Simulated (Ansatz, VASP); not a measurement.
## As in VASP and in Ansatz

```
As
1.0
     0.00000    2.13285    2.13285
     2.13285    0.00000    2.13285
     2.13285    2.13285    0.00000
As
1
Cartesian
  0.0000 0.0000 0.0000
```

Alike in both runs: functional PBE; k mesh 17 × 17 × 17; occupations fermi-dirac, width 0.05 eV; no spin polarisation.

Ansatz relaxed the structure, and its values are those at the end. VASP's run is a single point on that final structure, the one shown.

|  | VASP | Ansatz |
| --- | --- | --- |
| version | VASP 6.6.1 | Ansatz 0.2.0 |
| potentials or method | VASP PAW PBE potentials, release 64 (As), cutoff 520 eV | all-electron LAPW, non-relativistic |

|  | VASP | Ansatz | Ansatz less VASP |
| --- | --- | --- | --- |
| pressure (GPa) | -0.2 | 0.0 | +0.23 |

Ansatz ran all-electron here, and VASP with PAW potentials.
